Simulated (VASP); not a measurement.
# Sc (P6_3/mmc) in VASP: notebook, part 2 of 3

VASP 6.6.1. The steps go on from the part before.

### 4 Single point, RPBE

This run uses another cell than the first one, of 23.75 Å³/atom.

Contents of INCAR:

```
ALGO = Normal ; EDIFF = 1E-6
ENCUT = 520 ; GGA = RP
ISIF = 2 ; ISMEAR = -1
LASPH = T ; LCHARG = F
LREAL = F ; LWAVE = F
NBANDS = 18 ; NELM = 100
PREC = Accurate ; SIGMA = 0.01
```

Contents of KPOINTS:

```
k-points
0
Gamma
  8 8 5
```

Contents of POSCAR:

```
Sc
1.0
    3.2529044174      0.0000000000      0.0000000000
   -1.6264522087      2.8171194285      0.0000000000
    0.0000000000      0.0000000000      5.1839047640
Sc
2
Direct
    0.3333333333      0.6666666667      0.2500000000
    0.6666666667      0.3333333333      0.7500000000
```

Potentials or basis: VASP PAW PBE potentials, release 64 (Sc_sv).

Command:

```console
$ cat potpaw_PBE.64/Sc_sv/POTCAR > POTCAR
$ mpirun -np 1 vasp_std > vasp.out
```

OUTCAR:

```text
EDIFF = 1E-6
   ENCUT = 520
   GGA = RP
   ISIF = 2
   ISMEAR = -1
   LASPH = T
   LREAL = F
   NELM = 100
   PREC = Accurate

 ion  position               nearest neighbor table
   1  0.333  0.667  0.250-   2 3.20   2 3.20   2 3.20   2 3.20   2 3.20   2 3.20
   2  0.667  0.333  0.750-   1 3.20   1 3.20   1 3.20   1 3.20   1 3.20   1 3.20

  LATTYP: Found a hexagonal cell.
 ALAT       =     3.2529044174
 C/A-ratio  =     1.5936234512

  Lattice vectors:

 A1 = (   3.2529044174,   0.0000000000,   0.0000000000)
 A2 = (  -1.6264522087,   2.8171194285,   0.0000000000)
 A3 = (   0.0000000000,   0.0000000000,   5.1839047640)

Analysis of symmetry for initial positions (statically):
=====================================================================
 Subroutine PRICEL returns:
 Original cell was already a primitive cell.

 Routine SETGRP: Setting up the symmetry group for a
 hexagonal supercell.

 Subroutine GETGRP returns: Found 24 space group operations
 (whereof 12 operations were pure point group operations)
 out of a pool of 24 trial point group operations.

The static configuration has the point symmetry D_3d.
 The point group associated with its full space group is D_6h.

Analysis of symmetry for dynamics (positions and initial velocities):
=====================================================================
 Subroutine PRICEL returns:
 Original cell was already a primitive cell.

 Routine SETGRP: Setting up the symmetry group for a
 hexagonal supercell.

 Subroutine GETGRP returns: Found 24 space group operations
 (whereof 12 operations were pure point group operations)
 out of a pool of 24 trial point group operations.

The dynamic configuration has the point symmetry D_3d.
[... 105 lines left out ...]
   NFREE  =      0    steps in history (QN), initial steepest desc. (CG)
   ISIF   =      2    stress and relaxation
   ISYM   =      2    0-nonsym 1-usesym 2-fastsym
   POTIM  = 0.5000    time-step for ionic-motion
   TEBEG  =    0.0;   TEEND  =   0.0 temperature during run
   PSTRESS=    0.0 pullay stress
   NELECT =      22.0000    total number of electrons
   NUPDOWN=      -1.0000    fix difference up-down
   EMIN   =  10.00;   EMAX   =-10.00  energy-range for DOS
   EFERMI =   0.00;   METHOD = LEGACY
   ISMEAR =    -1;   SIGMA  =   0.01  broadening in eV -4-tet -1-fermi 0-gaus
   EFERMI_NEDOS =   21; number of points for ismear=-14 and -15
   IALGO  =     38    algorithm
   IMIX   =      4    mixing-type and parameters
     AMIX     =   0.40;   BMIX     =  1.00
     AMIX_MAG =   1.60;   BMIX_MAG =  1.00
  volume/ion in A,a.u.               =      23.75       160.29
  Fermi-wavevector in a.u.,A,eV,Ry     =   1.266595  2.393518 21.827332  1.604264
  Thomas-Fermi vector in A             =   2.399788
   LORBIT       =      0    0 simple, 1 ext, 2 COOP (PROOUT), +10 PAW based schemes
   GGA     = RP    functional components
   LHFCALC =     F    Hartree Fock is set to
   AEXX    =    0.0000 exact exchange contribution
   IVDW    =     0    specifies the selected vdW correction
   LEPSILON=     F    determine dielectric tensor
   LRPA    =     F    only Hartree local field effects (RPA)
 non-spin polarized calculation
  energy-cutoff  :      520.00
  volume of cell :       47.50
 maximum number of plane-waves:      1294
   NGX = 13   NGY = 13   NGZ = 19

 number of electron      21.9999995 magnetization

 Free energy of the ion-electron system (eV)
  ---------------------------------------------------
  ext. energy  EPLUGINS =         0.00000000
  ---------------------------------------------------
  free energy    TOTEN  =       -11.81994226 eV

  energy without entropy =      -11.81822394  energy(sigma->0) =      -11.81908310

 E-fermi :   4.0126     XC(G=0):  -9.9086

 val. band max:        4.0117890918   @ k =   0.5000   0.0000   0.4000
 cond. band min:       4.0543708105   @ k =   0.3750   0.2500   0.4000
 fundamental gap:      0.0425817187
 Fermi energy:         4.0126088682

 k-point     1 :       0.0000    0.0000    0.0000
  band No.  band energies     occupation
      1     -45.4513      2.00000
      2     -45.3764      2.00000
      3     -24.2269      2.00000
      4     -23.8506      2.00000
      5     -23.8505      2.00000
      6     -23.7852      2.00000
[... 481 lines left out ...]
      5     -23.9160      2.00000
      6     -23.8962      2.00000
[... 10 lines left out ...]
     17       7.7509      0.00000
     18       7.7906      0.00000

 [... further k-points ...]
[... 5 lines left out ...]
  --------------------------------------------------------------------------------------
  -------------------------------------------------------------------------------------
  Total        1.4455987      1.4456209      1.1164482      0.0000000      0.0000000      0.0000000
  in kB       48.7556288     48.7563753     37.6543864      0.0000000      0.0000000      0.0000000
  external PRESSURE =      45.0554635 kB  Pullay stress =       0.0000000 kB

 VOLUME and BASIS-vectors are now :
 -----------------------------------------------------------------------------
  energy-cutoff  :      520.00
  volume of cell :       47.50
      direct lattice vectors                 reciprocal lattice vectors
     3.252904417  0.000000000  0.000000000     0.307417579  0.177486263  0.000000000
    -1.626452209  2.817119428  0.000000000     0.000000000  0.354972526  0.000000000
     0.000000000  0.000000000  5.183904764     0.000000000  0.000000000  0.192904778

 POSITION                                       TOTAL-FORCE (eV/Angst)
 -----------------------------------------------------------------------------------
     -0.00000      1.87808      1.29598        -0.000000     -0.000000      0.000000
      1.62645      0.93904      3.88793         0.000000      0.000000      0.000000
 -----------------------------------------------------------------------------------
    total drift:                               -0.000000      0.000000     -0.000000

  FREE ENERGIE OF THE ION-ELECTRON SYSTEM (eV)
  ---------------------------------------------------
  free  energy   TOTEN  =       -11.8199422577 eV

  energy  without entropy=      -11.8182239377  energy(sigma->0) =      -11.81908310
```

stdout:

```text
POSCAR found type information on POSCAR Sc
 POSCAR found :  1 types and       2 ions
 scaLAPACK will be used
 -----------------------------------------------------------------------------
|                                                                             |
|                                                                             |
|     You enforced a specific xc type in the INCAR file but a different       |
|     I HOPE YOU KNOW WHAT YOU ARE DOING!                                     |
|                                                                             |
 -----------------------------------------------------------------------------

 LDA part: xc-table for (Slater+PW92), standard interpolation
 POSCAR, INCAR and KPOINTS ok, starting setup
 FFT: planning ... GRIDC
 FFT: planning ... GRID_SOFT
 FFT: planning ... GRID
 WAVECAR not read
 entering main loop
```

Wall time 22 s (1 thread of Intel Xeon Platinum 8375C at 2.90GHz (Ice Lake), shared host); peak memory 0.16 GiB.

Results:

- Free energy: -11.8199 eV
- Pressure: 4.5 GPa
- Band gap on the k mesh: zero (bands 11 and 12 overlap by 1.18 eV)

Stress tensor (GPa, compression positive):
```
4.88 0.00 0.00
0.00 4.88 0.00
0.00 0.00 3.77
```

Levels at points of the mesh, in eV from the Fermi level:
```
           k point  band 8  band 9  band 10  band 11  band 12  band 13  band 14  band 15
(0.00, 0.00, 0.00)  -27.78   -5.20    -1.71     0.50     1.68     1.68     1.81     2.12
(0.50, 0.00, 0.00)  -27.85   -1.60    -1.09    -0.74    -0.27     1.29     1.48     1.87
```

Caveat: the cell stands under pressure; the PAW data sets were made with another functional, which shifts forces and pressure a little.

### 5 Single point, RPBE

This run uses another cell than the first one, of 24.38 Å³/atom.

Contents of INCAR:

```
SYSTEM = Sc
PREC = Accurate
ENCUT = 520
EDIFF = 1E-7
ISMEAR = -1
SIGMA = 0.01
LREAL = .FALSE.
LASPH = .TRUE.
NELM = 80
ALGO = Normal
ISIF = 2
LWAVE = .FALSE.
LCHARG = .FALSE.
GGA = RP
NBANDS = 18
```

Contents of KPOINTS:

```
regular mesh
0
G
  8 8 5
  0 0 0
```

Contents of POSCAR:

```
Sc
1.0
    3.2811919626      0.0000000000      0.0000000000
   -1.6405959813      2.8416173488      0.0000000000
    0.0000000000      0.0000000000      5.2289844595
Sc
2
Direct
    0.3333333333      0.6666666667      0.2500000000
    0.6666666667      0.3333333333      0.7500000000
```

Potentials or basis: VASP PAW PBE potentials, release 64 (Sc_sv).

Command:

```console
$ cat potpaw_PBE.64/Sc_sv/POTCAR > POTCAR
$ mpirun -np 1 vasp_std > vasp.out
```

OUTCAR:

```text
SYSTEM = Sc
   PREC = Accurate
   ENCUT = 520
   EDIFF = 1E-7
   ISMEAR = -1
   LREAL = .FALSE.
   LASPH = .TRUE.
   NELM = 80
   ISIF = 2
   GGA = RP

 ion  position               nearest neighbor table
   1  0.333  0.667  0.250-   2 3.23   2 3.23   2 3.23   2 3.23   2 3.23   2 3.23
   2  0.667  0.333  0.750-   1 3.23   1 3.23   1 3.23   1 3.23   1 3.23   1 3.23

  LATTYP: Found a hexagonal cell.
 ALAT       =     3.2811919626
 C/A-ratio  =     1.5936234512

  Lattice vectors:

 A1 = (   3.2811919626,   0.0000000000,   0.0000000000)
 A2 = (  -1.6405959813,   2.8416173488,   0.0000000000)
 A3 = (   0.0000000000,   0.0000000000,   5.2289844595)

Analysis of symmetry for initial positions (statically):
=====================================================================
 Subroutine PRICEL returns:
 Original cell was already a primitive cell.

 Routine SETGRP: Setting up the symmetry group for a
 hexagonal supercell.

 Subroutine GETGRP returns: Found 24 space group operations
 (whereof 12 operations were pure point group operations)
 out of a pool of 24 trial point group operations.

The static configuration has the point symmetry D_3d.
 The point group associated with its full space group is D_6h.

Analysis of symmetry for dynamics (positions and initial velocities):
=====================================================================
 Subroutine PRICEL returns:
 Original cell was already a primitive cell.

 Routine SETGRP: Setting up the symmetry group for a
 hexagonal supercell.

 Subroutine GETGRP returns: Found 24 space group operations
 (whereof 12 operations were pure point group operations)
 out of a pool of 24 trial point group operations.

The dynamic configuration has the point symmetry D_3d.
 The point group associated with its full space group is D_6h.

[... 105 lines left out ...]
   ISYM   =      2    0-nonsym 1-usesym 2-fastsym
   POTIM  = 0.5000    time-step for ionic-motion
   TEBEG  =    0.0;   TEEND  =   0.0 temperature during run
   PSTRESS=    0.0 pullay stress
   NELECT =      22.0000    total number of electrons
   NUPDOWN=      -1.0000    fix difference up-down
   EMIN   =  10.00;   EMAX   =-10.00  energy-range for DOS
   EFERMI =   0.00;   METHOD = LEGACY
   ISMEAR =    -1;   SIGMA  =   0.01  broadening in eV -4-tet -1-fermi 0-gaus
   EFERMI_NEDOS =   21; number of points for ismear=-14 and -15
   IALGO  =     38    algorithm
   IMIX   =      4    mixing-type and parameters
     AMIX     =   0.40;   BMIX     =  1.00
     AMIX_MAG =   1.60;   BMIX_MAG =  1.00
  volume/ion in A,a.u.               =      24.38       164.51
  Fermi-wavevector in a.u.,A,eV,Ry     =   1.255676  2.372883 21.452602  1.576722
  Thomas-Fermi vector in A             =   2.389421
   LORBIT       =      0    0 simple, 1 ext, 2 COOP (PROOUT), +10 PAW based schemes
   GGA     = RP    functional components
   LHFCALC =     F    Hartree Fock is set to
   AEXX    =    0.0000 exact exchange contribution
   IVDW    =     0    specifies the selected vdW correction
   LEPSILON=     F    determine dielectric tensor
   LRPA    =     F    only Hartree local field effects (RPA)
 non-spin polarized calculation
  energy-cutoff  :      520.00
  volume of cell :       48.75
 maximum number of plane-waves:      1327
   NGX = 13   NGY = 13   NGZ = 19

 number of electron      21.9999999 magnetization

 Free energy of the ion-electron system (eV)
  ---------------------------------------------------
  ext. energy  EPLUGINS =         0.00000000
  ---------------------------------------------------
  free energy    TOTEN  =       -11.84923225 eV

  energy without entropy =      -11.84748958  energy(sigma->0) =      -11.84836092

 E-fermi :   3.8581     XC(G=0):  -9.8038

 val. band max:        3.8527598256   @ k =   0.2500   0.2500   0.4000
 cond. band min:       3.9006387924   @ k =   0.3750   0.2500   0.4000
 fundamental gap:      0.0478789668
 Fermi energy:         3.8581165673

 k-point     1 :       0.0000    0.0000    0.0000
  band No.  band energies     occupation
      1     -45.6752      2.00000
      2     -45.6082      2.00000
      3     -24.4273      2.00000
      4     -24.0849      2.00000
      5     -24.0848      2.00000
      6     -24.0246      2.00000
[... 481 lines left out ...]
      5     -24.1434      2.00000
      6     -24.1266      2.00000
[... 10 lines left out ...]
     17       7.5051      0.00000
     18       7.5264      0.00000

 [... further k-points ...]
[... 5 lines left out ...]
  --------------------------------------------------------------------------------------
  -------------------------------------------------------------------------------------
  Total        0.9750701      0.9750850      0.6654263      0.0000000      0.0000000      0.0000000
  in kB       32.0429017     32.0433923     21.8673384      0.0000000      0.0000000      0.0000000
  external PRESSURE =      28.6512108 kB  Pullay stress =       0.0000000 kB

 VOLUME and BASIS-vectors are now :
 -----------------------------------------------------------------------------
  energy-cutoff  :      520.00
  volume of cell :       48.75
      direct lattice vectors                 reciprocal lattice vectors
     3.281191963  0.000000000  0.000000000     0.304767295  0.175956133  0.000000000
    -1.640595981  2.841617349  0.000000000     0.000000000  0.351912266  0.000000000
     0.000000000  0.000000000  5.228984460     0.000000000  0.000000000  0.191241723

 POSITION                                       TOTAL-FORCE (eV/Angst)
 -----------------------------------------------------------------------------------
     -0.00000      1.89441      1.30725         0.000000     -0.000000      0.000000
      1.64060      0.94721      3.92174        -0.000000      0.000000      0.000000
 -----------------------------------------------------------------------------------
    total drift:                                0.000000     -0.000000      0.000000

  FREE ENERGIE OF THE ION-ELECTRON SYSTEM (eV)
  ---------------------------------------------------
  free  energy   TOTEN  =       -11.8492322533 eV

  energy  without entropy=      -11.8474895848  energy(sigma->0) =      -11.84836092
```

stdout:

```text
POSCAR found type information on POSCAR Sc
 POSCAR found :  1 types and       2 ions
 scaLAPACK will be used
 -----------------------------------------------------------------------------
|                                                                             |
|                                                                             |
|     You enforced a specific xc type in the INCAR file but a different       |
|     I HOPE YOU KNOW WHAT YOU ARE DOING!                                     |
|                                                                             |
 -----------------------------------------------------------------------------

 LDA part: xc-table for (Slater+PW92), standard interpolation
 POSCAR, INCAR and KPOINTS ok, starting setup
 FFT: planning ... GRIDC
 FFT: planning ... GRID_SOFT
 FFT: planning ... GRID
 WAVECAR not read
 entering main loop
```

Wall time 26 s (1 thread of Intel Xeon Platinum 8375C at 2.90GHz (Ice Lake), shared host); peak memory 0.16 GiB.

What came out:

```
Free energy            : -11.8492 eV
Pressure               : 2.9 GPa
Band gap on the k mesh : zero (bands 11 and 12 overlap by 1.16 eV)
```

Caveat: the PAW data sets were made with another functional, which shifts forces and pressure a little.

(Continued in part 3 of 3.)

The gap in the log of VASP goes by the Fermi energy; the results here count the filled bands.